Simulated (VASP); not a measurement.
Write the native input for VASP 6.6.1 that does the following.

```
Task                   : single point
Functional             : r2SCAN
Potentials or basis    : VASP PAW PBE potentials, release 64 (Si)
Cutoff                 : 520 eV
k mesh                 : 12 × 12 × 2
Occupations            : gaussian, width 0.01 eV
Spin                   : no spin polarisation
Dipole correction      : no
Further INCAR settings : ALGO = Normal; EDIFF = 1e-07; NBANDS = 26
```

Crystal: Si.

```
Si
1.0
     3.84017    0.00000    0.00000
    -1.92009    3.32569    0.00000
     0.00000    0.00000   12.62367
Si
8
Cartesian
  0.0000 0.0000 0.0070
  0.0000 2.2171 3.1517
  0.0000 0.0000 6.3188
  1.9201 1.1086 9.4636
  0.0000 0.0000 2.3600
  0.0000 2.2171 5.5270
  0.0000 0.0000 8.6718
  1.9201 1.1086 11.8389
```

This isn't the form of Si at room conditions, which is diamond.

The input as run:

POSCAR

```
Si
1.0
    3.8401748450      0.0000000000      0.0000000000
   -1.9200874225      3.3256889707      0.0000000000
    0.0000000000      0.0000000000     12.6236709012
Si
8
Direct
    0.0000000000      0.0000000000      0.0005516776
    0.3333333333      0.6666666667      0.2496687367
    0.0000000000      0.0000000000      0.5005516776
    0.6666666667      0.3333333333      0.7496687367
    0.0000000000      0.0000000000      0.1869483224
    0.3333333333      0.6666666667      0.4378312633
    0.0000000000      0.0000000000      0.6869483224
    0.6666666667      0.3333333333      0.9378312633
```

INCAR.step1

```
ALGO = Normal
EDIFF = 1E-4
ENCUT = 520
GGA = PE
ISMEAR = 0
LASPH = True
LCHARG = False
LREAL = False
LWAVE = True
NBANDS = 26
NELM = 80
PREC = Accurate
SIGMA = 0.01
```

INCAR.step2

```
ALGO = Normal
EDIFF = 1E-7
ENCUT = 520
ISIF = 2
ISMEAR = 0
ISTART = 1
LASPH = True
LCHARG = False
LMIXTAU = True
LREAL = False
LWAVE = False
METAGGA = R2SCAN
NBANDS = 26
NELM = 80
PREC = Accurate
SIGMA = 0.01
```

KPOINTS

```
k-points
0
Gamma
  12 12 2
```

Potentials or basis: VASP PAW PBE potentials, release 64 (Si).

Launch:

```sh
$ cat potpaw_PBE.64/Si/POTCAR > POTCAR
$ cp INCAR.step1 INCAR
$ mpirun -np 1 vasp_std > vasp.out
$ cp INCAR.step2 INCAR
$ mpirun -np 1 vasp_std > vasp.out
```

Results of the run:

| Property | Result |
| --- | --- |
| Pressure | -0.2 GPa |
| Band gap on the k mesh | 0.78 eV (least direct gap 1.62 eV) |

Caveat: the PAW data sets were made with another functional, which shifts forces and pressure a little.

It took 16 min on 1 thread of Intel(R) Xeon(R) Platinum 8488C (Sapphire Rapids) (shared host), peak memory 0.36 GiB.
